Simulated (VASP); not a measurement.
# BN (P6_3/mmc) in VASP: notebook

BN is run at these levels: PBE, r2SCAN; tasks: single point.

Everything below comes from runs of VASP 6.6.1. Logs are shortened: lines on timing, memory, paths and dates and some standing lists are left out, and cuts for length are marked.

**1. The cell of the first run**

The structure is hexagonal, space group P6_3/mmc (No. 194). Conventional cell: a = 2.501 Å, b = 2.501 Å, c = 6.893 Å, α = 90.00°, β = 90.00°, γ = 120.00°. B (site symmetry -6m2) has 3 N at 1.44 Å within 1.9 Å. Within 1.9 Å of N (site symmetry -6m2) lie 3 B at 1.44 Å.

**2. Single point, PBE**

Input file INCAR:

```
PREC = Accurate
ENCUT = 520
EDIFF = 1E-7
ISMEAR = 0
SIGMA = 0.01
LREAL = False
LASPH = True
NELM = 100
ALGO = Normal
ISIF = 2
LWAVE = False
LCHARG = False
GGA = PE
NBANDS = 16
```

Input file KPOINTS:

```
regular mesh
0
Gamma
  12 12 4
```

Input file POSCAR:

```
BN
1.0
    2.5008381060      0.0000000000      0.0000000000
   -1.2504190530      2.1657893305      0.0000000000
    0.0000000000      0.0000000000      6.8931301039
B N
2 2
Direct
    0.3333333333      0.6666666667      0.2500000000
    0.6666666667      0.3333333333      0.7500000000
    0.6666666667      0.3333333333      0.2500000000
    0.3333333333      0.6666666667      0.7500000000
```

Potentials or basis: VASP PAW PBE potentials, release 64 (B, N).

Run with:

```bash
$ cat potpaw_PBE.64/B/POTCAR potpaw_PBE.64/N/POTCAR > POTCAR
$ mpirun -np 1 vasp_std > vasp.out
```

OUTCAR:

```text
PREC = Accurate
   ENCUT = 520
   EDIFF = 1E-7
   ISMEAR = 0
   LREAL = False
   LASPH = True
   NELM = 100
   ISIF = 2
   GGA = PE

 ion  position               nearest neighbor table
   1  0.333  0.667  0.250-   3 1.44   3 1.44   3 1.44
   2  0.667  0.333  0.750-   4 1.44   4 1.44   4 1.44
   3  0.667  0.333  0.250-   1 1.44   1 1.44   1 1.44
   4  0.333  0.667  0.750-   2 1.44   2 1.44   2 1.44

  LATTYP: Found a hexagonal cell.
 ALAT       =     2.5008381060
 C/A-ratio  =     2.7563280035

  Lattice vectors:

 A1 = (   2.5008381060,   0.0000000000,   0.0000000000)
 A2 = (  -1.2504190530,   2.1657893305,   0.0000000000)
 A3 = (   0.0000000000,   0.0000000000,   6.8931301039)

Analysis of symmetry for initial positions (statically):
=====================================================================
 Subroutine PRICEL returns:
 Original cell was already a primitive cell.

 Routine SETGRP: Setting up the symmetry group for a
 hexagonal supercell.

 Subroutine GETGRP returns: Found 24 space group operations
 (whereof 12 operations were pure point group operations)
 out of a pool of 24 trial point group operations.

The static configuration has the point symmetry D_3d.
 The point group associated with its full space group is D_6h.

Analysis of symmetry for dynamics (positions and initial velocities):
=====================================================================
 Subroutine PRICEL returns:
 Original cell was already a primitive cell.

 Routine SETGRP: Setting up the symmetry group for a
 hexagonal supercell.

 Subroutine GETGRP returns: Found 24 space group operations
 (whereof 12 operations were pure point group operations)
 out of a pool of 24 trial point group operations.

The dynamic configuration has the point symmetry D_3d.
 The point group associated with its full space group is D_6h.

 Subroutine INISYM returns: Found 24 space group operations
 (whereof 12 operations are pure point group operations),
 and found     1 'primitive' translations

----------------------------------------------------------------------------------------

                                     Primitive cell

  volume of cell :      37.3352

  direct lattice vectors                    reciprocal lattice vectors
     2.500838106  0.000000000  0.000000000     0.399865948  0.230862713  0.000000000
    -1.250419053  2.165789330  0.000000000     0.000000000  0.461725425  0.000000000
     0.000000000  0.000000000  6.893130104     0.000000000  0.000000000  0.145071975

  length of vectors
     2.500838106  2.500838106  6.893130104     0.461725425  0.461725425  0.145071975

  position of ions in fractional coordinates (direct lattice)
     0.333333333  0.666666667  0.250000000
     0.666666667  0.333333333  0.750000000
     0.666666667  0.333333333  0.250000000
     0.333333333  0.666666667  0.750000000

  ion indices of the primitive-cell ions
   primitive index   ion index
                 1           1
                 2           2
                 3           3
                 4           4

----------------------------------------------------------------------------------------

 KPOINTS: regular mesh

Automatic generation of k-mesh.
 Grid dimensions read from file:
 generate k-points for:   12   12    4

 Generating k-lattice:

  Cartesian coordinates                     Fractional coordinates (reciprocal lattice)
     0.033322162  0.019238559  0.000000000     0.083333333  0.000000000  0.000000000
     0.000000000  0.038477119  0.000000000     0.000000000  0.083333333  0.000000000
     0.000000000  0.000000000  0.036267994     0.000000000  0.000000000  0.250000000

  Length of vectors
     0.038477119  0.038477119  0.036267994

  Shift w.r.t. Gamma in fractional coordinates (k-lattice)
     0.000000000  0.000000000  0.000000000

 Subroutine IBZKPT returns following result:
 ===========================================

 Found     57 irreducible k-points:

 Following reciprocal coordinates:
            Coordinates               Weight
  0.000000  0.000000  0.000000      1.000000
  0.083333  0.000000  0.000000      6.000000
  0.166667  0.000000  0.000000      6.000000
  0.250000  0.000000  0.000000      6.000000
  0.333333 -0.000000  0.000000      6.000000
  0.416667  0.000000  0.000000      6.000000
[... 16 lines left out ...]
  0.250000  0.000000  0.250000     12.000000
  0.333333 -0.000000  0.250000     12.000000
 [... further k-points ...]
   k-points           NKPTS =     57   k-points in BZ     NKDIM =     57   number of bands    NBANDS=     16
   number of dos      NEDOS =    301   number of ions     NIONS =      4
   total plane-waves  NPLWV =  21600
   dimension x,y,z NGX =    20 NGY =   20 NGZ =   54
   dimension x,y,z NGXF=    40 NGYF=   40 NGZF=  108
   ions per type =               2   2
   NGX,Y,Z   is equivalent  to a cutoff of  13.30, 13.30, 13.02 a.u.
   NGXF,Y,Z  is equivalent  to a cutoff of  26.59, 26.59, 26.05 a.u.
 SYSTEM =  unknown system
[... 36 lines left out ...]
   AEXX    =    0.0000 exact exchange contribution
   IVDW    =     0    specifies the selected vdW correction
   LEPSILON=     F    determine dielectric tensor
   LRPA    =     F    only Hartree local field effects (RPA)
 non-spin polarized calculation
 Gauss-broadening in eV      SIGMA  =   0.01
  energy-cutoff  :      520.00
  volume of cell :       37.34
 maximum number of plane-waves:      1034
 NGX is ok and might be reduce to    20
   NGX =  9   NGY =  9   NGZ = 25

 number of electron      16.0000000 magnetization

 Free energy of the ion-electron system (eV)
  ---------------------------------------------------
  ext. energy  EPLUGINS =         0.00000000
  ---------------------------------------------------
  free energy    TOTEN  =       -35.17072603 eV

  energy without entropy =      -35.17072603  energy(sigma->0) =      -35.17072603

 E-fermi :   2.0559     XC(G=0):  -9.8299

 val. band max:        1.9957023227   @ k =   0.3333   0.3333   0.5000
 cond. band min:       6.3339274868   @ k =   0.5000   0.0000   0.0000
 fundamental gap:      4.3382251640
 Fermi energy:         2.0559271413

 k-point     1 :       0.0000    0.0000    0.0000
  band No.  band energies     occupation
      1     -15.7917      2.00000
      2     -15.5720      2.00000
      3      -4.0832      2.00000
      4      -2.3189      2.00000
      5       0.6690      2.00000
      6       0.6690      2.00000
[... 8 lines left out ...]
     15      14.0614      0.00000
     16      15.0205      0.00000

 k-point     2 :       0.0833    0.0000    0.0000
  band No.  band energies     occupation
      1     -15.6559      2.00000
      2     -15.4397      2.00000
      3      -3.8966      2.00000
      4      -2.1489      2.00000
      5       0.1108      2.00000
      6       0.1302      2.00000
[... 8 lines left out ...]
     15      14.5289      0.00000
     16      14.5599      0.00000

 k-point     3 :       0.1667    0.0000    0.0000
  band No.  band energies     occupation
      1     -15.2556      2.00000
      2     -15.0504      2.00000
      3      -3.3439      2.00000
      4      -1.6488      2.00000
      5      -1.3057      2.00000
      6      -1.2823      2.00000
[... 8 lines left out ...]
     15      15.8021      0.00000
     16      15.8874      0.00000

 k-point     4 :       0.2500    0.0000    0.0000
  band No.  band energies     occupation
      1     -14.6177      2.00000
      2     -14.4316      2.00000
      3      -3.1054      2.00000
      4      -3.0661      2.00000
      5      -2.4507      2.00000
      6      -0.9618      2.00000
[... 8 lines left out ...]
     15      16.9756      0.00000
     16      18.0826      0.00000
[... 324 lines left out ...]
 k-point    22 :       0.1667    0.0000    0.2500
  band No.  band energies     occupation
      1     -15.2267      2.00000
      2     -15.0817      2.00000
      3      -3.1358      2.00000
      4      -1.9583      2.00000
      5      -1.2974      2.00000
      6      -1.2724      2.00000
[... 8 lines left out ...]
     15      15.8140      0.00000
     16      15.8745      0.00000

 k-point    23 :       0.2500    0.0000    0.2500
  band No.  band energies     occupation
      1     -14.5914      2.00000
      2     -14.4598      2.00000
      3      -3.1083      2.00000
      4      -3.0766      2.00000
      5      -2.2394      2.00000
      6      -1.1246      2.00000
[... 8 lines left out ...]
     15      18.0947      0.00000
     16      18.1566      0.00000

 k-point    24 :       0.3333   -0.0000    0.2500
  band No.  band energies     occupation
      1     -13.7873      2.00000
      2     -13.6771      2.00000
      3      -4.8927      2.00000
      4      -4.8532      2.00000
      5      -1.5860      2.00000
      6      -1.5560      2.00000
[... 8 lines left out ...]
     15      18.6386      0.00000
     16      20.6383      0.00000

 [... further k-points ...]

------------------------ aborting loop because EDIFF is reached ----------------------------------------

  FORCE on cell =-STRESS in cart. coord.  units (eV):
  Direction    XX          YY          ZZ          XY          YZ          ZX
  --------------------------------------------------------------------------------------
  -------------------------------------------------------------------------------------
  Total        1.1470297      1.1470297      0.4071487      0.0000000     -0.0000000      0.0000000
  in kB       49.2228755     49.2228755     17.4721094      0.0000000     -0.0000000      0.0000000
  external PRESSURE =      38.6392868 kB  Pullay stress =       0.0000000 kB

 VOLUME and BASIS-vectors are now :
 -----------------------------------------------------------------------------
  energy-cutoff  :      520.00
  volume of cell :       37.34
      direct lattice vectors                 reciprocal lattice vectors
     2.500838106  0.000000000  0.000000000     0.399865948  0.230862713  0.000000000
    -1.250419053  2.165789330  0.000000000     0.000000000  0.461725425  0.000000000
     0.000000000  0.000000000  6.893130104     0.000000000  0.000000000  0.145071975

 POSITION                                       TOTAL-FORCE (eV/Angst)
 -----------------------------------------------------------------------------------
     -0.00000      1.44386      1.72328        -0.000000     -0.000000      0.000000
      1.25042      0.72193      5.16985        -0.000000      0.000000      0.000000
      1.25042      0.72193      1.72328         0.000000     -0.000000      0.000000
     -0.00000      1.44386      5.16985         0.000000      0.000000      0.000000
 -----------------------------------------------------------------------------------
    total drift:                               -0.000000      0.000000      0.000000

  FREE ENERGIE OF THE ION-ELECTRON SYSTEM (eV)
  ---------------------------------------------------
  free  energy   TOTEN  =       -35.1707260342 eV

  energy  without entropy=      -35.1707260342  energy(sigma->0) =      -35.17072603
```

Run time: 58 s. Hardware: 1 thread of AMD EPYC 7R13, shared host; peak memory 0.13 GiB.

What came out:

```
Free energy            : -35.1707 eV
Pressure               : 3.9 GPa
Band gap on the k mesh : 4.34 eV, indirect (least direct gap 4.66 eV)
```

Caveat: this functional lacks dispersion, which binds the layers, so the pressure and a relaxed spacing across them are unreliable. A k mesh can miss the band edges.

**3. Single point, r2SCAN (volume changed by -3%)**

Input file POSCAR:

```
BN
1.0
    2.4755753878      0.0000000000      0.0000000000
   -1.2377876939      2.1439111748      0.0000000000
    0.0000000000      0.0000000000      6.8234977663
B N
2 2
Direct
    0.3333333333      0.6666666667      0.2500000000
    0.6666666667      0.3333333333      0.7500000000
    0.6666666667      0.3333333333      0.2500000000
    0.3333333333      0.6666666667      0.7500000000
```

Input file INCAR.step1:

```
PREC     = Accurate       # precision mode
ENCUT    = 520            # plane-wave cutoff, eV
ISMEAR   = 0              # smearing method
SIGMA    = 0.01           # smearing width, eV
LREAL    = F              # projectors in reciprocal space
LASPH    = T              # aspherical terms in the spheres
NELM     = 80             # most SCF steps
NBANDS   = 16             # bands
GGA      = PE             # functional
ALGO     = Normal         # electronic algorithm
EDIFF    = 1E-4           # SCF threshold, eV
LWAVE    = T              # write WAVECAR
LCHARG   = F              # write CHGCAR
```

Input file INCAR.step2:

```
PREC     = Accurate       # precision mode
ENCUT    = 520            # plane-wave cutoff, eV
EDIFF    = 1E-6           # SCF threshold, eV
ISMEAR   = 0              # smearing method
SIGMA    = 0.01           # smearing width, eV
LREAL    = F              # projectors in reciprocal space
LASPH    = T              # aspherical terms in the spheres
NELM     = 80             # most SCF steps
ALGO     = Normal         # electronic algorithm
ISIF     = 2              # what is computed and relaxed
LWAVE    = F              # write WAVECAR
LCHARG   = F              # write CHGCAR
METAGGA  = R2SCAN         # meta-GGA
LMIXTAU  = T            
NBANDS   = 16             # bands
ISTART   = 1
```

Input file KPOINTS:

```
regular mesh
0
Gamma
  9 9 4
```

Potentials or basis: VASP PAW PBE potentials, release 64 (B, N).

Run with:

```bash
$ cat potpaw_PBE.64/B/POTCAR potpaw_PBE.64/N/POTCAR > POTCAR
$ cp INCAR.step1 INCAR
$ mpirun -np 1 vasp_std > vasp.out
$ cp INCAR.step2 INCAR
$ mpirun -np 1 vasp_std > vasp.out
```

Wall time 2 min (1 thread of AMD EPYC 7R13, shared host); peak memory 0.12 GiB.

Results (log left out):

| Property | Result |
| --- | --- |
| Free energy | -38.5654 eV |
| Pressure | 8.1 GPa |
| Band gap on the k mesh | 5.11 eV, indirect (least direct gap 5.46 eV) |

Stress tensor (GPa, compression positive):
```
12.24  0.00  0.00
 0.00 12.24  0.00
 0.00  0.00 -0.08
```

Levels at points of the mesh, in eV from the valence-band top:
```
           k point  band 6  band 7  band 8  band 9  band 10  band 11
(0.00, 0.00, 0.00)   -1.31   -1.29   -1.29    5.43    10.78    12.60
(0.00, 0.00, 0.50)   -1.30   -1.30   -1.30    7.80     7.80    12.65
```

Caveat: the PAW data sets were made with another functional, which shifts forces and pressure a little. A k mesh can miss the band edges.

**4. Single point, r2SCAN**

Input file POSCAR:

```
BN
1.0
    2.5008381060      0.0000000000      0.0000000000
   -1.2504190530      2.1657893305      0.0000000000
    0.0000000000      0.0000000000      6.8931301039
B N
2 2
Direct
    0.3333333333      0.6666666667      0.2500000000
    0.6666666667      0.3333333333      0.7500000000
    0.6666666667      0.3333333333      0.2500000000
    0.3333333333      0.6666666667      0.7500000000
```

INCAR.step1 is that of step 3.

INCAR.step2 is that of step 3.

Input file KPOINTS:

```
Automatic mesh
0
Gamma
  9 9 4
```

Run with:

```bash
$ cat potpaw_PBE.64/B/POTCAR potpaw_PBE.64/N/POTCAR > POTCAR
$ cp INCAR.step1 INCAR
$ mpirun -np 1 vasp_std > vasp.out
$ cp INCAR.step2 INCAR
$ mpirun -np 1 vasp_std > vasp.out
```

It took 2.2 min on 1 thread of AMD EPYC 7R13, shared host; peak memory 0.13 GiB.

The run converged. Its results:

```
Free energy            : -38.5961 eV
Pressure               : 0.4 GPa
Band gap on the k mesh : 5.06 eV, indirect (least direct gap 5.37 eV)
```

Stress tensor (GPa, compression positive):
```
 0.73  0.00  0.00
 0.00  0.73  0.00
 0.00  0.00 -0.30
```

Levels at points of the mesh, in eV from the valence-band top:
```
           k point  band 5  band 6  band 7  band 8  band 9  band 10  band 11  band 12
(0.00, 0.00, 0.00)   -1.35   -1.35   -1.32   -1.32    5.38    10.57    12.34    12.34
(0.00, 0.00, 0.50)   -1.34   -1.34   -1.34   -1.34    7.67     7.67    12.39    12.39
```

Caveat: the PAW data sets were made with another functional, which shifts forces and pressure a little.

**5. Single point, r2SCAN (volume changed by +3%)**

Input file POSCAR:

```
BN
1.0
    2.5256004897      0.0000000000      0.0000000000
   -1.2628002449      2.1872341839      0.0000000000
    0.0000000000      0.0000000000      6.9613833556
B N
2 2
Direct
    0.3333333333      0.6666666667      0.2500000000
    0.6666666667      0.3333333333      0.7500000000
    0.6666666667      0.3333333333      0.2500000000
    0.3333333333      0.6666666667      0.7500000000
```

Input file INCAR.step1:

```
SYSTEM = BN
ALGO = Normal ; EDIFF = 1E-4
ENCUT = 520 ; GGA = PE
ISMEAR = 0 ; LASPH = .TRUE.
LCHARG = .FALSE. ; LREAL = .FALSE.
LWAVE = .TRUE. ; NBANDS = 16
NELM = 60 ; PREC = Accurate
SIGMA = 0.01
```

Input file INCAR.step2:

```
SYSTEM = BN
ALGO = Normal ; EDIFF = 1E-6
ENCUT = 520 ; ISIF = 2
ISMEAR = 0 ; ISTART = 1
LASPH = .TRUE. ; LCHARG = .FALSE.
LMIXTAU = .TRUE. ; LREAL = .FALSE.
LWAVE = .FALSE. ; METAGGA = R2SCAN
NBANDS = 16 ; NELM = 60
PREC = Accurate ; SIGMA = 0.01
```

Input file KPOINTS:

```
k-points
0
G
  9 9 4
  0 0 0
```

Run with:

```bash
$ cat potpaw_PBE.64/B/POTCAR potpaw_PBE.64/N/POTCAR > POTCAR
$ cp INCAR.step1 INCAR
$ mpirun -np 1 vasp_std > vasp.out
$ cp INCAR.step2 INCAR
$ mpirun -np 1 vasp_std > vasp.out
```

Run time: 2.3 min. Hardware: 1 thread of AMD EPYC 7R13, shared host; peak memory 0.13 GiB.

It converged, with:

| Property | Result |
| --- | --- |
| Free energy | -38.5762 eV |
| Pressure | -6.4 GPa |
| Band gap on the k mesh | 5.02 eV, indirect (least direct gap 5.29 eV) |

Stress tensor (GPa, compression positive):
```
-9.33  0.00  0.00
 0.00 -9.33  0.00
 0.00  0.00 -0.48
```

Levels at points of the mesh, in eV from the valence-band top:
```
           k point  band 4  band 5  band 6  band 7  band 8  band 9  band 10  band 11  band 12  band 13
(0.00, 0.00, 0.00)   -4.30   -1.38   -1.38   -1.36   -1.36    5.33    10.37    12.10    12.10    12.19
(0.00, 0.00, 0.50)   -5.27   -1.37   -1.37   -1.37   -1.37    7.53     7.53    12.14    12.14    12.14
```

Caveat: the PAW data sets were made with another functional, which shifts forces and pressure a little. A k mesh can miss the band edges.

**6. The runs side by side**

| level | cell | k mesh | gap on the mesh (eV) | pressure (GPa) |
| --- | --- | --- | --- | --- |
| PBE | a = 2.501, b = 2.501, c = 6.893 Å, angles 90.0, 90.0, 120.0°, 4 atoms | 12 × 12 × 4 | 4.34 | 3.9 |
| r2SCAN | a = 2.476, b = 2.476, c = 6.823 Å, angles 90.0, 90.0, 120.0°, 4 atoms | 9 × 9 × 4 | 5.11 | 8.1 |
| r2SCAN | a = 2.501, b = 2.501, c = 6.893 Å, angles 90.0, 90.0, 120.0°, 4 atoms | 9 × 9 × 4 | 5.06 | 0.4 |
| r2SCAN | a = 2.526, b = 2.526, c = 6.961 Å, angles 90.0, 90.0, 120.0°, 4 atoms | 9 × 9 × 4 | 5.02 | -6.4 |

Alike in all rows: task single point; potentials or basis VASP PAW PBE potentials, release 64 (B, N); no spin polarisation; cutoff (eV) 520; smearing gaussian 0.01 eV.

Caveats: the PAW data sets were made with another functional, which shifts forces and pressure a little (some runs); this functional lacks dispersion, which binds the layers, so the pressure and a relaxed spacing across them are unreliable (some runs).

Absolute energies hang on the potentials; compare differences alone.
